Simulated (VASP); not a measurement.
Ta: single point with PBE

Ta:

```
Ta
1.0
    -1.65943    1.65943    1.65943
     1.65943   -1.65943    1.65943
     1.65943    1.65943   -1.65943
Ta
1
Direct
  0.00000 0.00000 0.00000
```

```
Program                : VASP 6.6.1
Task                   : single point
Functional             : PBE
Potentials or basis    : VASP PAW PBE potentials, release 64 (Ta_pv)
Cutoff                 : 520 eV
k mesh                 : 24 × 24 × 24
Occupations            : gaussian, width 0.1 eV
Spin                   : no spin polarisation
Dipole correction      : no
Further INCAR settings : ALGO = Normal; EDIFF = 1e-06; NBANDS = 12
```

```json
{
  "Pressure": "0.1 GPa",
  "Band gap on the k mesh": "zero (an odd number of electrons rules out a gap without spin polarisation)"
}
```

Levels at points of the mesh, in eV from the Fermi level:
```
           k point  band 4  band 5  band 6  band 7  band 8  band 9
(0.00, 0.00, 0.00)   -7.85    0.74    0.74    0.74    3.96    3.96
(0.50, 0.00, 0.00)   -4.30   -1.49    1.53    3.84    4.85    7.66
(0.50, 0.50, 0.50)   -3.71   -3.71    6.72    6.72    6.72    8.53
```

It took 27 s on 1 thread of Intel(R) Xeon(R) 6975P-C (Granite Rapids), with other jobs on the host, peak memory 0.21 GiB.

Caveat: spin-orbit coupling is left out, which moves the levels of the heavy elements.
